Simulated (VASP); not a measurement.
# Ge (I4_1/amd) in VASP: further runs

Runs on Ge. Level: PBE. Tasks: single point.

Everything below comes from runs of VASP 6.6.1. Logs are shortened: lines on timing, memory, paths and dates and some standing lists are left out, and cuts for length are marked.

### 1 The cell of the first run

It takes space group I4_1/amd (No. 141, tetragonal). Conventional cell: a = 4.001 Å, b = 4.001 Å, c = 5.573 Å, α = 90.00°, β = 90.00°, γ = 90.00°. Within 3.2 Å of Ge (site symmetry -4m2) lie 4 Ge at 2.44 Å.

### 2 Single point, PBE

Contents of INCAR:

```
PREC     = Accurate       # precision mode
ENCUT    = 500            # plane-wave cutoff, eV
EDIFF    = 1E-6           # SCF threshold, eV
ISMEAR   = 0              # smearing method
SIGMA    = 0.02           # smearing width, eV
LREAL    = F              # projectors in reciprocal space
LASPH    = T              # aspherical terms in the spheres
NELM     = 120            # most SCF steps
ALGO     = Normal         # electronic algorithm
ISIF     = 2              # what is computed and relaxed
LWAVE    = F              # write WAVECAR
LCHARG   = F              # write CHGCAR
GGA      = PE             # functional
NBANDS   = 21             # bands
GGA_COMPAT= F
```

Contents of KPOINTS:

```
regular mesh
0
Gamma
  6 6 6
```

Contents of POSCAR:

```
Ge
1.0
    0.0000000000      2.8289100000      2.7864763500
    2.8289100000      0.0000000000      2.7864763500
    2.8289100000      2.8289100000      0.0000000000
Ge
2
Direct
    0.0000000000      0.0000000000      0.0000000000
    0.2500000000      0.2500000000      0.2500000000
```

Potentials or basis: VASP PAW PBE potentials, release 64 (Ge_d).

Command:

```console
cat potpaw_PBE.64/Ge_d/POTCAR > POTCAR
mpirun -np 1 vasp_std > vasp.out
```

OUTCAR:

```text
PREC = Accurate
   ENCUT = 500
   EDIFF = 1E-6
   ISMEAR = 0
   LREAL = F
   LASPH = T
   NELM = 120
   ISIF = 2
   GGA = PE

 ion  position               nearest neighbor table
   1  0.000  0.000  0.000-   2 2.44   2 2.44   2 2.44   2 2.44
   2  0.250  0.250  0.250-   1 2.44   1 2.44   1 2.44   1 2.44

  LATTYP: Found a body centered tetragonal cell.
 ALAT       =     4.0006828887
 C/A-ratio  =     1.3930003589

  Lattice vectors:

 A1 = (   0.0000000000,  -2.8289100000,  -2.7864763500)
 A2 = (   0.0000000000,   2.8289100000,  -2.7864763500)
 A3 = (   2.8289100000,   0.0000000000,   2.7864763500)

Analysis of symmetry for initial positions (statically):
=====================================================================
 Subroutine PRICEL returns:
 Original cell was already a primitive cell.

 Routine SETGRP: Setting up the symmetry group for a
 body centered tetragonal supercell.

 Subroutine GETGRP returns: Found 16 space group operations
 (whereof  8 operations were pure point group operations)
 out of a pool of 16 trial point group operations.

The static configuration has the point symmetry D_2d.
 The point group associated with its full space group is D_4h.

Analysis of symmetry for dynamics (positions and initial velocities):
=====================================================================
 Subroutine PRICEL returns:
 Original cell was already a primitive cell.

 Routine SETGRP: Setting up the symmetry group for a
 body centered tetragonal supercell.

 Subroutine GETGRP returns: Found 16 space group operations
 (whereof  8 operations were pure point group operations)
 out of a pool of 16 trial point group operations.

The dynamic configuration has the point symmetry D_2d.
 The point group associated with its full space group is D_4h.

 Subroutine INISYM returns: Found 16 space group operations
 (whereof  8 operations are pure point group operations),
 and found     1 'primitive' translations

----------------------------------------------------------------------------------------

                                     Primitive cell

  volume of cell :      44.5988

  direct lattice vectors                    reciprocal lattice vectors
     0.000000000  2.828910000  2.786476350    -0.176746521  0.176746521  0.179438092
     2.828910000  0.000000000  2.786476350     0.176746521 -0.176746521  0.179438092
     2.828910000  2.828910000  0.000000000     0.176746521  0.176746521 -0.179438092

  length of vectors
     3.970791135  3.970791135  4.000682889     0.307695782  0.307695782  0.307695782

  position of ions in fractional coordinates (direct lattice)
     0.000000000  0.000000000  0.000000000
     0.250000000  0.250000000  0.250000000

  ion indices of the primitive-cell ions
   primitive index   ion index
                 1           1
                 2           2

----------------------------------------------------------------------------------------

 KPOINTS: regular mesh

Automatic generation of k-mesh.
 Grid dimensions read from file:
 generate k-points for:    6    6    6

 Generating k-lattice:

  Cartesian coordinates                     Fractional coordinates (reciprocal lattice)
    -0.029457753  0.029457753  0.029906349     0.166666667  0.000000000  0.000000000
     0.029457753 -0.029457753  0.029906349     0.000000000  0.166666667  0.000000000
     0.029457753  0.029457753 -0.029906349     0.000000000  0.000000000  0.166666667

  Length of vectors
     0.051282630  0.051282630  0.051282630

  Shift w.r.t. Gamma in fractional coordinates (k-lattice)
     0.000000000  0.000000000  0.000000000

 Subroutine IBZKPT returns following result:
 ===========================================

 Found     30 irreducible k-points:

 Following reciprocal coordinates:
            Coordinates               Weight
  0.000000  0.000000  0.000000      1.000000
  0.166667  0.000000  0.000000      8.000000
  0.333333  0.000000  0.000000      8.000000
  0.500000  0.000000  0.000000      4.000000
  0.166667  0.166667  0.000000      2.000000
  0.333333  0.166667  0.000000      8.000000
[... 16 lines left out ...]
  0.333333  0.000000  0.333333      4.000000
  0.500000 -0.000000  0.333333     16.000000
 [... further k-points ...]
   k-points           NKPTS =     30   k-points in BZ     NKDIM =     30   number of bands    NBANDS=     21
   number of dos      NEDOS =    301   number of ions     NIONS =      2
   total plane-waves  NPLWV =  27000
   dimension x,y,z NGX =    30 NGY =   30 NGZ =   30
   dimension x,y,z NGXF=    60 NGYF=   60 NGZF=   60
   ions per type =               2
   NGX,Y,Z   is equivalent  to a cutoff of  12.56, 12.56, 12.47 a.u.
   NGXF,Y,Z  is equivalent  to a cutoff of  25.12, 25.12, 24.93 a.u.
 SYSTEM =  unknown system
   PREC   = accura    normal or accurate (medium, high low for compatibility)
   ISTART =      0    job   : 0-new  1-cont  2-samecut
   ICHARG =      2    charge: 1-file 2-atom 10-const
   ISPIN  =      1    spin polarized calculation?
   LNONCOLLINEAR =      F non collinear calculations
   LSORBIT =      F    spin-orbit coupling
   LASPH  =      T    aspherical Exc in radial PAW
   ENCUT  =  500.0 eV  36.75 Ry    6.06 a.u.   7.24  7.24  7.29*2*pi/ulx,y,z
   NELM   =    120;   NELMIN=  2; NELMDL= -5     # of ELM steps
   EDIFF  = 0.1E-05   stopping-criterion for ELM
   LREAL  =      F    real-space projection
   EDIFFG = 0.1E-04   stopping-criterion for IOM
   NSW    =      0    number of steps for IOM
   IBRION =     -1    ionic relax: 0-MD 1-quasi-New 2-CG
   NFREE  =      0    steps in history (QN), initial steepest desc. (CG)
   ISIF   =      2    stress and relaxation
   ISYM   =      2    0-nonsym 1-usesym 2-fastsym
   POTIM  = 0.5000    time-step for ionic-motion
   TEBEG  =    0.0;   TEEND  =   0.0 temperature during run
   PSTRESS=    0.0 pullay stress
   NELECT =      28.0000    total number of electrons
   NUPDOWN=      -1.0000    fix difference up-down
   EMIN   =  10.00;   EMAX   =-10.00  energy-range for DOS
   EFERMI =   0.00;   METHOD = LEGACY
   ISMEAR =     0;   SIGMA  =   0.02  broadening in eV -4-tet -1-fermi 0-gaus
   EFERMI_NEDOS =   21; number of points for ismear=-14 and -15
   IALGO  =     38    algorithm
   IMIX   =      4    mixing-type and parameters
     AMIX     =   0.40;   BMIX     =  1.00
     AMIX_MAG =   1.60;   BMIX_MAG =  1.00
  volume/ion in A,a.u.               =      22.30       150.48
  Fermi-wavevector in a.u.,A,eV,Ry     =   1.401801  2.649019 26.736067  1.965045
  Thomas-Fermi vector in A             =   2.524626
   LORBIT       =      0    0 simple, 1 ext, 2 COOP (PROOUT), +10 PAW based schemes
   GGA     = PE    functional components
   LHFCALC =     F    Hartree Fock is set to
   AEXX    =    0.0000 exact exchange contribution
   IVDW    =     0    specifies the selected vdW correction
   LEPSILON=     F    determine dielectric tensor
   LRPA    =     F    only Hartree local field effects (RPA)
 non-spin polarized calculation
 Gauss-broadening in eV      SIGMA  =   0.02
  energy-cutoff  :      500.00
  volume of cell :       44.60
 maximum number of plane-waves:      1146
 NGX is ok and might be reduce to    30
   NGX = 15   NGY = 15   NGZ = 15

 number of electron      28.0000027 magnetization

 Free energy of the ion-electron system (eV)
  ---------------------------------------------------
  ext. energy  EPLUGINS =         0.00000000
  ---------------------------------------------------
  free energy    TOTEN  =        -8.94563178 eV

  energy without entropy =       -8.94563139  energy(sigma->0) =       -8.94563158

 E-fermi :   5.2753     XC(G=0):  -9.9897

 val. band max:        5.2279457740   @ k =   0.0000   0.0000   0.0000
 cond. band min:       5.3225847684   @ k =   0.0000   0.0000   0.0000
 fundamental gap:      0.0946389943
 Fermi energy:         5.2752652216

 k-point     1 :       0.0000    0.0000    0.0000
  band No.  band energies     occupation
      1     -19.6895      2.00000
      2     -19.6854      2.00000
      3     -19.6854      2.00000
      4     -19.6505      2.00000
      5     -19.6487      2.00000
      6     -19.4330      2.00000
[... 13 lines left out ...]
     20      14.5164      0.00000
     21      14.8127      0.00000

 k-point     2 :       0.1667    0.0000    0.0000
  band No.  band energies     occupation
      1     -19.7007      2.00000
      2     -19.6978      2.00000
      3     -19.6824      2.00000
      4     -19.6320      2.00000
      5     -19.6308      2.00000
      6     -19.4491      2.00000
[... 13 lines left out ...]
     20      13.4362      0.00000
     21      13.6051      0.00000

 k-point     3 :       0.3333    0.0000    0.0000
  band No.  band energies     occupation
      1     -19.7117      2.00000
      2     -19.7078      2.00000
      3     -19.6735      2.00000
      4     -19.6119      2.00000
      5     -19.6113      2.00000
      6     -19.4644      2.00000
[... 13 lines left out ...]
     20      14.1591      0.00000
     21      14.1773      0.00000

 k-point     4 :       0.5000    0.0000    0.0000
  band No.  band energies     occupation
      1     -19.7144      2.00000
      2     -19.7099      2.00000
      3     -19.6689      2.00000
      4     -19.6063      2.00000
      5     -19.6059      2.00000
      6     -19.4680      2.00000
[... 13 lines left out ...]
     20      16.4053      0.00000
     21      16.4081      0.00000

 k-point     5 :       0.1667    0.1667    0.0000
  band No.  band energies     occupation
      1     -19.6965      2.00000
      2     -19.6948      2.00000
      3     -19.6948      2.00000
      4     -19.6339      2.00000
      5     -19.6122      2.00000
      6     -19.4804      2.00000
[... 13 lines left out ...]
     20      13.6740      0.00000
     21      15.0025      0.00000
[... 382 lines left out ...]
     20      15.0329      0.00000
     21      17.6249      0.00000

 k-point    22 :      -0.3333    0.5000    0.1667
  band No.  band energies     occupation
      1     -19.7317      2.00000
      2     -19.7317      2.00000
      3     -19.5991      2.00000
      4     -19.5991      2.00000
      5     -19.5336      2.00000
      6     -19.5336      2.00000
[... 13 lines left out ...]
     20      16.3668      0.00000
     21      18.2192      0.00000

 k-point    23 :       0.3333    0.0000    0.3333
  band No.  band energies     occupation
      1     -19.7165      2.00000
      2     -19.7142      2.00000
      3     -19.6834      2.00000
      4     -19.5891      2.00000
      5     -19.5628      2.00000
      6     -19.5397      2.00000
[... 13 lines left out ...]
     20      16.6365      0.00000
     21      17.0503      0.00000

 k-point    24 :       0.5000   -0.0000    0.3333
  band No.  band energies     occupation
      1     -19.7328      2.00000
      2     -19.7218      2.00000
      3     -19.6488      2.00000
      4     -19.5823      2.00000
      5     -19.5619      2.00000
      6     -19.5186      2.00000
[... 13 lines left out ...]
     20      16.9103      0.00000
     21      17.2540      0.00000

 [... further k-points ...]

------------------------ aborting loop because EDIFF is reached ----------------------------------------

  FORCE on cell =-STRESS in cart. coord.  units (eV):
  Direction    XX          YY          ZZ          XY          YZ          ZX
  --------------------------------------------------------------------------------------
  -------------------------------------------------------------------------------------
  Total        1.1532304      1.1532304      1.4606947      0.0000000      0.0000000      0.0000000
  in kB       41.4288662     41.4288662     52.4742706      0.0000000      0.0000000      0.0000000
  external PRESSURE =      45.1106677 kB  Pullay stress =       0.0000000 kB

 VOLUME and BASIS-vectors are now :
 -----------------------------------------------------------------------------
  energy-cutoff  :      500.00
  volume of cell :       44.60
      direct lattice vectors                 reciprocal lattice vectors
     0.000000000  2.828910000  2.786476350    -0.176746521  0.176746521  0.179438092
     2.828910000  0.000000000  2.786476350     0.176746521 -0.176746521  0.179438092
     2.828910000  2.828910000  0.000000000     0.176746521  0.176746521 -0.179438092

 POSITION                                       TOTAL-FORCE (eV/Angst)
 -----------------------------------------------------------------------------------
      0.00000      0.00000      0.00000        -0.000000     -0.000000     -0.000000
      1.41446      1.41446      1.39324         0.000000      0.000000      0.000000
 -----------------------------------------------------------------------------------
    total drift:                                0.000000     -0.000000      0.000000

  FREE ENERGIE OF THE ION-ELECTRON SYSTEM (eV)
  ---------------------------------------------------
  free  energy   TOTEN  =        -8.9456317778 eV

  energy  without entropy=       -8.9456313906  energy(sigma->0) =       -8.94563158
```

It took 42 s on 1 thread of Intel Xeon 8259CL, shared host; peak memory 0.17 GiB.

Results:

| Quantity | Value |
| --- | --- |
| Free energy | -8.9456 eV |
| Pressure | 4.5 GPa |
| Band gap on the k mesh | 0.09 eV |

Caveat: the cell stands under pressure. A k mesh can miss the band edges.

[end of part 1 of 2]
